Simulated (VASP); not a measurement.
# B3As5 in VASP: a series of runs, part 2 of 2

VASP 6.6.1.

**5. Single point, PBE**

This run uses another cell than the first one, of 16.94 Å³/atom, 1.119 times its volume.

The input, INCAR:

```
SYSTEM = B3As5
ALGO = Normal ; EDIFF = 1E-6
ENCUT = 500 ; GGA = PE
GGA_COMPAT = .False. ; ISIF = 2
ISMEAR = 0 ; LASPH = .True.
LCHARG = .True. ; LELF = .True.
LREAL = .False. ; LVHAR = .True.
LWAVE = .False. ; NBANDS = 27
NELM = 120 ; PREC = Accurate
SIGMA = 0.2
```

The input, KPOINTS:

```
k-points
0
Gamma
  3 3 4
  0 0 0
```

The input, POSCAR:

```
B3As5
1.0
    6.4852263142      0.0000000000      0.0000000000
    0.0000000000      6.4852263142      0.0000000000
    0.0000000000      0.0000000000      3.2215091113
B As
3 5
Direct
    0.5000000000      0.0000000000      0.5715533116
    0.0000000000      0.5000000000      0.5715533116
    0.0000000000      0.0000000000      0.5722154898
    0.7177429218      0.0000000000      1.0715164018
    0.2822570782      0.0000000000      1.0715164018
    0.0000000000      0.7177429218      1.0715164018
    0.0000000000      0.2822570782      1.0715164018
    0.5000000000      0.5000000000      0.5725589600
```

Potentials or basis: VASP PAW PBE potentials, release 64 (B, As).

Started as:

```sh
> cat potpaw_PBE.64/B/POTCAR potpaw_PBE.64/As/POTCAR > POTCAR
> mpirun -np 1 vasp_std > vasp.out
```

OUTCAR:

```text
SYSTEM = B3As5
   EDIFF = 1E-6
   ENCUT = 500
   GGA = PE
   ISIF = 2
   ISMEAR = 0
   LASPH = .True.
   LREAL = .False.
   NELM = 120
   PREC = Accurate

 ion  position               nearest neighbor table
   1  0.500  0.000  0.572-   4 2.14   5 2.14   4 2.14   5 2.14
   2  0.000  0.500  0.572-   6 2.14   7 2.14   6 2.14   7 2.14
   3  0.000  0.000  0.572-   4 2.44   5 2.44   6 2.44   7 2.44   4 2.44   5 2.44   6 2.44   7 2.44

   4  0.718  0.000  0.072-   1 2.14   1 2.14   3 2.44   3 2.44   6 2.59   7 2.59   5 2.82
   5  0.282  0.000  0.072-   1 2.14   1 2.14   3 2.44   3 2.44   6 2.59   7 2.59   4 2.82
   6  0.000  0.718  0.072-   2 2.14   2 2.14   3 2.44   3 2.44   4 2.59   5 2.59   7 2.82
   7  0.000  0.282  0.072-   2 2.14   2 2.14   3 2.44   3 2.44   4 2.59   5 2.59   6 2.82
   8  0.500  0.500  0.573-

  LATTYP: Found a simple tetragonal cell.
 ALAT       =     6.4852263142
 C/A-ratio  =     0.4967458274

  Lattice vectors:

 A1 = (   6.4852263142,   0.0000000000,   0.0000000000)
 A2 = (   0.0000000000,   6.4852263142,   0.0000000000)
 A3 = (   0.0000000000,   0.0000000000,   3.2215091113)

Analysis of symmetry for initial positions (statically):
=====================================================================
 Subroutine PRICEL returns:
 Original cell was already a primitive cell.

 Routine SETGRP: Setting up the symmetry group for a
 simple tetragonal supercell.

 Subroutine GETGRP returns: Found  8 space group operations
 (whereof  8 operations were pure point group operations)
 out of a pool of 16 trial point group operations.

The static configuration has the point symmetry C_4v.

Analysis of symmetry for dynamics (positions and initial velocities):
=====================================================================
 Subroutine PRICEL returns:
 Original cell was already a primitive cell.

 Routine SETGRP: Setting up the symmetry group for a
 simple tetragonal supercell.
[... 124 lines left out ...]
  Thomas-Fermi vector in A             =   2.166803
   LORBIT       =      0    0 simple, 1 ext, 2 COOP (PROOUT), +10 PAW based schemes
   GGA     = PE    functional components
   LHFCALC =     F    Hartree Fock is set to
   AEXX    =    0.0000 exact exchange contribution
   IVDW    =     0    specifies the selected vdW correction
   LEPSILON=     F    determine dielectric tensor
   LRPA    =     F    only Hartree local field effects (RPA)
 non-spin polarized calculation
 Gauss-broadening in eV      SIGMA  =   0.20
  energy-cutoff  :      500.00
  volume of cell :      135.49
 maximum number of plane-waves:      3484
 NGX is ok and might be reduce to    48
   NGX = 23   NGY = 23   NGZ = 11

 number of electron      34.0000004 magnetization

 Free energy of the ion-electron system (eV)
  ---------------------------------------------------
  ext. energy  EPLUGINS =         0.00000000
  ---------------------------------------------------
  free energy    TOTEN  =       -34.71931161 eV

  energy without entropy =      -34.66102139  energy(sigma->0) =      -34.69016650

 E-fermi :   4.9040     XC(G=0): -10.1254

 val. band max:        4.8752759999   @ k =   0.0000   0.0000   0.2500
 cond. band min:       5.0113658786   @ k =   0.0000   0.0000   0.5000
 fundamental gap:      0.1360898787
 Fermi energy:         4.9040435216

 k-point     1 :       0.0000    0.0000    0.0000
  band No.  band energies     occupation
      1     -10.6854      2.00000
      2      -8.0824      2.00000
      3      -7.2589      2.00000
      4      -7.2589      2.00000
      5      -5.6226      2.00000
      6      -4.5104      2.00000
[... 259 lines left out ...]
     26      10.4021      0.00000
     27      10.9303      0.00000

------------------------ aborting loop because EDIFF is reached ----------------------------------------

  FORCE on cell =-STRESS in cart. coord.  units (eV):
  Direction    XX          YY          ZZ          XY          YZ          ZX
  --------------------------------------------------------------------------------------
  -------------------------------------------------------------------------------------
  Total        0.3938575      0.3938575      0.2859215      0.0000000      0.0000000      0.0000000
  in kB        4.6573625      4.6573625      3.3810196      0.0000000      0.0000000      0.0000000
  external PRESSURE =       4.2319149 kB  Pullay stress =       0.0000000 kB

 VOLUME and BASIS-vectors are now :
 -----------------------------------------------------------------------------
  energy-cutoff  :      500.00
  volume of cell :      135.49
      direct lattice vectors                 reciprocal lattice vectors
     6.485226314  0.000000000  0.000000000     0.154196623  0.000000000  0.000000000
     0.000000000  6.485226314  0.000000000     0.000000000  0.154196623  0.000000000
     0.000000000  0.000000000  3.221509111     0.000000000  0.000000000  0.310413525

 POSITION                                       TOTAL-FORCE (eV/Angst)
 -----------------------------------------------------------------------------------
      3.24261      0.00000      1.84126         0.000000     -0.000000      0.002577
      0.00000      3.24261      1.84126        -0.000000      0.000000      0.002577
      0.00000      0.00000      1.84340         0.000000      0.000000     -0.009767
      4.65473      0.00000      0.23039        -0.026537      0.000000      0.001553
      1.83050      0.00000      0.23039         0.026537      0.000000      0.001553
      0.00000      4.65473      0.23039         0.000000     -0.026537      0.001553
      0.00000      1.83050      0.23039        -0.000000      0.026537      0.001553
      3.24261      3.24261      1.84450         0.000000     -0.000000     -0.001597
 -----------------------------------------------------------------------------------
    total drift:                               -0.000000      0.000000      0.000007

  FREE ENERGIE OF THE ION-ELECTRON SYSTEM (eV)
  ---------------------------------------------------
  free  energy   TOTEN  =       -34.7193116112 eV

  energy  without entropy=      -34.6610213869  energy(sigma->0) =      -34.69016650
```

OSZICAR:

```text
N       E                     dE             d eps       ncg     rms          rms(c)
DAV:   1     0.113696037015E+03    0.11370E+03   -0.13585E+04   486   0.104E+03
DAV:   2    -0.272817023365E+02   -0.14098E+03   -0.13316E+03   606   0.174E+02
DAV:   3    -0.361769650149E+02   -0.88953E+01   -0.86372E+01   636   0.419E+01
DAV:   4    -0.362983704773E+02   -0.12141E+00   -0.12088E+00   585   0.510E+00
DAV:   5    -0.363006777263E+02   -0.23072E-02   -0.23051E-02   619   0.631E-01    0.882E+00
DAV:   6    -0.353297223365E+02    0.97096E+00   -0.11569E+01   555   0.931E+00    0.485E+00
DAV:   7    -0.347306547335E+02    0.59907E+00   -0.16431E+00   559   0.461E+00    0.288E+00
DAV:   8    -0.347227078795E+02    0.79469E-02   -0.18789E-01   542   0.163E+00    0.126E+00
DAV:   9    -0.347211557229E+02    0.15522E-02   -0.44293E-02   573   0.655E-01    0.293E-01
DAV:  10    -0.347192058661E+02    0.19499E-02   -0.10284E-02   542   0.306E-01    0.667E-02
DAV:  11    -0.347192816751E+02   -0.75809E-04   -0.41612E-04   550   0.903E-02    0.379E-02
DAV:  12    -0.347193163296E+02   -0.34655E-04   -0.13952E-04   576   0.449E-02    0.124E-02
DAV:  13    -0.347193115959E+02    0.47338E-05   -0.18395E-05   576   0.143E-02    0.364E-03
DAV:  14    -0.347193116112E+02   -0.15327E-07   -0.27193E-06   446   0.637E-03
   1 F= -.34719312E+02 E0= -.34690166E+02  d E =-.582902E-01
```

stdout:

```text
POSCAR found type information on POSCAR B As
 POSCAR found :  2 types and       8 ions
 scaLAPACK will be used
 LDA part: xc-table for (Slater+PW92), standard interpolation
 POSCAR, INCAR and KPOINTS ok, starting setup
 FFT: planning ... GRIDC
 FFT: planning ... GRID_SOFT
 FFT: planning ... GRID
 WAVECAR not read
 entering main loop
```

Wall time 19 s (1 thread of Intel Xeon Platinum 8488C (Sapphire Rapids), shared host); peak memory 0.22 GiB.

What came out:

```yaml
Free_energy: -34.7193 eV
Pressure: 0.4 GPa
Largest_force: 0.027 eV/Å
Band_gap_on_the_k_mesh: zero (band 17 reaches 6.22 eV, above the bottom of band 18 at 4.49 eV)
```

Forces on the atoms (eV/Å):
```
B    0.000  0.000  0.003
B    0.000  0.000  0.003
B    0.000  0.000 -0.010
As  -0.027  0.000  0.002
As   0.027  0.000  0.002
As   0.000 -0.027  0.002
As   0.000  0.027  0.002
As   0.000  0.000 -0.002
```

Levels at points of the mesh, in eV from the Fermi level:
| k point | band 15 | band 16 | band 17 | band 18 | band 19 | band 20 |
| --- | --- | --- | --- | --- | --- | --- |
| (0.00, 0.00, 0.00) | -0.76 | 0.73 | 1.31 | 1.31 | 1.56 | 1.56 |
| (0.00, 0.00, 0.50) | -1.31 | -1.29 | -1.29 | 0.11 | 1.11 | 1.11 |

Caveat: the k points lie up to 0.49 Å⁻¹ apart.

**6. Summary**

| cell | k mesh | gap on the mesh (eV) | pressure (GPa) | largest force (eV/Å) |
| --- | --- | --- | --- | --- |
| a = 4.904, b = 4.904, c = 5.036 Å, 8 atoms | 3 × 3 × 3 | none | 0.1 | - |
| a = 4.173, b = 4.173, c = 7.548 Å, 8 atoms | 3 × 3 × 3 | none | 0.2 | 0.05 |
| a = 5.087, b = 5.087, c = 4.871 Å, 8 atoms | 3 × 3 × 4 | none | 0.2 | - |
| a = 6.485, b = 6.485, c = 3.222 Å, 8 atoms | 3 × 3 × 4 | none | 0.4 | 0.03 |

Alike in all rows: task single point; level PBE; potentials or basis VASP PAW PBE potentials, release 64 (B, As); no spin polarisation; cutoff (eV) 500; smearing gaussian 0.2 eV.

Caveats: all runs use coarse meshes.

Absolute energies hang on the potentials; compare differences alone.
